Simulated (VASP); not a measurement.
# TiAl (P-6m2) in VASP: notebook, part 2 of 2

VASP 6.6.1. The steps go on from the part before.

## (3) Single point, PBEsol, collinear spin, ferromagnetic start

This run uses another cell than the first one, of 18.17 Å³/atom, 1.120 times its volume.

File INCAR:

```
SYSTEM = TiAl
PREC = Accurate ; ENCUT = 520
EDIFF = 1E-6 ; ISMEAR = 0
SIGMA = 0.15 ; LREAL = .False.
LASPH = .True. ; NELM = 150
ALGO = Normal ; ISIF = 2
LWAVE = .False. ; LCHARG = .True.
ISPIN = 2 ; MAGMOM = 0.625 0
LORBIT = 11 ; NUPDOWN = 0.625
LMAXMIX = 4 ; GGA = PS
LELF = .True. ; LVHAR = .True.
NBANDS = 18
```

File KPOINTS:

```
regular mesh
0
Gamma
  21 21 12
  0 0 0
```

File POSCAR:

```
TiAl
1.0
    2.9571946349      0.0000000000      0.0000000000
   -1.4785973175      2.5610056778      0.0000000000
    0.0000000000      0.0000000000      4.7970577516
Ti Al
1 1
Direct
    0.0000000000      0.0000000000      0.0000000000
    0.3333333333      0.6666666667      0.5000000000
```

Potentials or basis: VASP PAW PBE potentials, release 64 (Ti_sv, Al).

Run with:

```
> cat potpaw_PBE.64/Ti_sv/POTCAR potpaw_PBE.64/Al/POTCAR > POTCAR
> mpirun -np 1 vasp_std > vasp.out
```

OUTCAR:

```text
SYSTEM = TiAl
   PREC = Accurate
   ENCUT = 520
   EDIFF = 1E-6
   ISMEAR = 0
   LREAL = .False.
   LASPH = .True.
   NELM = 150
   ISIF = 2
   ISPIN = 2
   LORBIT = 11
   NUPDOWN = 0.625
   GGA = PS

 ion  position               nearest neighbor table
   1  0.000  0.000  0.000-   2 2.94   2 2.94   2 2.94   2 2.94   2 2.94   2 2.94
   2  0.333  0.667  0.500-   1 2.94   1 2.94   1 2.94   1 2.94   1 2.94   1 2.94

  LATTYP: Found a hexagonal cell.
 ALAT       =     2.9571946349
 C/A-ratio  =     1.6221650395

  Lattice vectors:

 A1 = (   2.9571946349,   0.0000000000,   0.0000000000)
 A2 = (  -1.4785973175,   2.5610056778,   0.0000000000)
 A3 = (   0.0000000000,   0.0000000000,   4.7970577516)

Analysis of symmetry for initial positions (statically):
=====================================================================
 Subroutine PRICEL returns:
 Original cell was already a primitive cell.

 Routine SETGRP: Setting up the symmetry group for a
 hexagonal supercell.

 Subroutine GETGRP returns: Found 12 space group operations
[... 704 lines left out ...]
      6       4.9806      1.00000
[... 493 lines left out ...]
     17      21.3875      0.00000
     18      22.2334      0.00000

 [... further k-points ...]

------------------------ aborting loop because EDIFF is reached ----------------------------------------

  FORCE on cell =-STRESS in cart. coord.  units (eV):
  Direction    XX          YY          ZZ          XY          YZ          ZX
  --------------------------------------------------------------------------------------
  -------------------------------------------------------------------------------------
  Total       -2.0240145     -2.0240145     -2.7084252      0.0000000      0.0000000      0.0000000
  in kB      -89.2603964    -89.2603964   -119.4433663      0.0000000      0.0000000      0.0000000
  external PRESSURE =     -99.3213864 kB  Pullay stress =       0.0000000 kB

 VOLUME and BASIS-vectors are now :
 -----------------------------------------------------------------------------
  energy-cutoff  :      520.00
  volume of cell :       36.33
      direct lattice vectors                 reciprocal lattice vectors
     2.957194635  0.000000000  0.000000000     0.338158330  0.195235803  0.000000000
    -1.478597318  2.561005678  0.000000000     0.000000000  0.390471606  0.000000000
     0.000000000  0.000000000  4.797057752     0.000000000  0.000000000  0.208461113

 POSITION                                       TOTAL-FORCE (eV/Angst)
 -----------------------------------------------------------------------------------
      0.00000      0.00000      0.00000         0.000000     -0.000000      0.000000
     -0.00000      1.70734      2.39853        -0.000000      0.000000      0.000000
 -----------------------------------------------------------------------------------
    total drift:                                0.000000     -0.000000      0.000000

  FREE ENERGIE OF THE ION-ELECTRON SYSTEM (eV)
  ---------------------------------------------------
  free  energy   TOTEN  =       -12.7986108520 eV

  energy  without entropy=      -12.7749077806  energy(sigma->0) =      -12.78675932

 total charge

# of ion       s       p       d       tot
------------------------------------------
    1        2.204   6.111   1.850  10.165
    2        0.424   0.345   0.000   0.769
--------------------------------------------------
tot          2.628   6.456   1.850  10.934

 magnetization (x)

# of ion       s       p       d       tot
------------------------------------------
    1        0.005   0.030   0.351   0.386
    2       -0.001   0.007   0.000   0.006
--------------------------------------------------
tot          0.004   0.037   0.351   0.392
```

Run time: 3.5 min. Hardware: 1 thread of Intel Xeon Platinum 8488C (Sapphire Rapids), shared host; peak memory 0.43 GiB.

Results:

```yaml
Free_energy: -12.7986 eV
Pressure: -9.9 GPa
Net_moment: 0.62 μB per cell
Site_moments: Ti +0.39; Al +0.01 μB
Valence_electrons_inside_the_program's_atomic_spheres: Ti 10.16; Al 0.77
```

Caveat: the PAW data sets were made with another functional, which shifts forces and pressure a little; the total moment is fixed, so each spin has its own Fermi level.

## (4) Single point, PBEsol, collinear spin, ferromagnetic start

This run uses another cell than the first one, of 18.17 Å³/atom, 1.120 times its volume.

File INCAR:

```
SYSTEM = TiAl
PREC = Accurate
ENCUT = 520
EDIFF = 1E-7
ISMEAR = 0
SIGMA = 0.15
LREAL = .False.
LASPH = .True.
NELM = 150
ALGO = Fast
ISIF = 2
LWAVE = .False.
LCHARG = .False.
ISPIN = 2
MAGMOM = 1 0
LORBIT = 11
NUPDOWN = 1.0
LMAXMIX = 4
GGA = PS
NBANDS = 18
```

KPOINTS is that of step 3.

POSCAR is that of step 3.

Run with:

```
> cat potpaw_PBE.64/Ti_sv/POTCAR potpaw_PBE.64/Al/POTCAR > POTCAR
> mpirun -np 1 vasp_std > vasp.out
```

Wall time 7.3 min (1 thread of Intel Xeon Platinum 8488C (Sapphire Rapids), shared host); peak memory 0.43 GiB.

Results (log left out):

```yaml
Free_energy: -12.7535 eV
Pressure: -9.4 GPa
Net_moment: 1.00 μB per cell
Site_moments: Ti +0.64; Al +0.01 μB
Valence_electrons_inside_the_program's_atomic_spheres: Ti 10.17; Al 0.77
```

Stress tensor (GPa, compression positive):
```
 -7.95   0.00   0.00
  0.00  -7.95   0.00
  0.00   0.00 -12.42
```

Caveat: the PAW data sets were made with another functional, which shifts forces and pressure a little; the total moment is fixed, so each spin has its own Fermi level.

## (5) Single point, PBEsol, collinear spin, ferromagnetic start

This run uses another cell than the first one, of 15.57 Å³/atom, 0.960 times its volume.

File INCAR:

```
PREC = Accurate ; ENCUT = 520
EDIFF = 1E-6 ; ISMEAR = 0
SIGMA = 0.15 ; LREAL = F
LASPH = T ; NELM = 150
ALGO = Normal ; ISIF = 2
LWAVE = F ; LCHARG = F
ISPIN = 2 ; MAGMOM = 0.5 0
LORBIT = 11 ; NUPDOWN = 0.5
LMAXMIX = 4 ; GGA = PS
NBANDS = 18
```

File KPOINTS:

```
regular mesh
0
Gamma
  21 21 12
```

File POSCAR:

```
TiAl
1.0
    2.8090813284      0.0000000000      0.0000000000
   -1.4045406642      2.4327357917      0.0000000000
    0.0000000000      0.0000000000      4.5567935240
Ti Al
1 1
Direct
    0.0000000000      0.0000000000      0.0000000000
    0.3333333333      0.6666666667      0.5000000000
```

Run with:

```
> cat potpaw_PBE.64/Ti_sv/POTCAR potpaw_PBE.64/Al/POTCAR > POTCAR
> mpirun -np 1 vasp_std > vasp.out
```

Wall time 4.4 min (1 thread of Intel Xeon Platinum 8375C at 2.90GHz (Ice Lake), shared host); peak memory 0.39 GiB.

Results (log left out):

- Free energy: -12.9137 eV
- Pressure: 5.1 GPa
- Net moment: 0.50 μB per cell
- Site moments: Ti +0.30; Al +0.01 μB
- Valence electrons inside the program's atomic spheres: Ti 10.34; Al 0.83

Stress tensor (GPa, compression positive):
```
5.28 0.00 0.00
0.00 5.28 0.00
0.00 0.00 4.82
```

Caveat: the PAW data sets were made with another functional, which shifts forces and pressure a little; the total moment is fixed, so each spin has its own Fermi level.

## (6) The runs side by side

```csv
fixed moment (μB),cell,pressure (GPa),moment (μB)
0.125,"a = 2.848, b = 2.848, c = 4.619 Å, angles 90.0, 90.0, 120.0°, 2 atoms",0.0,0.12
0.625,"a = 2.957, b = 2.957, c = 4.797 Å, angles 90.0, 90.0, 120.0°, 2 atoms",-9.9,0.62
1.0,"a = 2.957, b = 2.957, c = 4.797 Å, angles 90.0, 90.0, 120.0°, 2 atoms",-9.4,1.00
0.5,"a = 2.809, b = 2.809, c = 4.557 Å, angles 90.0, 90.0, 120.0°, 2 atoms",5.1,0.50
```

Alike in all rows: task single point; level PBEsol; potentials or basis VASP PAW PBE potentials, release 64 (Ti_sv, Al); spin collinear, ferromagnetic start; k mesh 21 × 21 × 12; cutoff (eV) 520; smearing gaussian 0.15 eV.

Caveats: the PAW data sets were made with another functional, which shifts forces and pressure a little; the total moment is fixed, so each spin has its own Fermi level.

Total energies depend on the potentials used, so only differences within one code and one set of settings carry meaning.
